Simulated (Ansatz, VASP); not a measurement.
## C in VASP and in Ansatz

```
CELL_PARAMETERS angstrom
0.00000 1.78336 1.78336
1.78336 0.00000 1.78336
1.78336 1.78336 0.00000
ATOMIC_POSITIONS crystal
C 0.50000 0.50000 0.50000
C 0.75000 0.75000 0.75000
```

Alike in both runs: task single point; functional PBE; k mesh 14 × 14 × 14; no spin polarisation.

```csv
,VASP,Ansatz
version,VASP 6.6.1,Ansatz 0.2.0
potentials or method,"VASP PAW PBE potentials, release 64 (C), cutoff 600 eV","PAW, plane waves, scalar-relativistic"
occupations,"gaussian, width 0.01 eV",fixed
valence electrons in the cell,8,8
```

|  | VASP | Ansatz | Ansatz less VASP |
| --- | --- | --- | --- |
| pressure (GPa) | 1.8 | 1.8 | 0.00 |
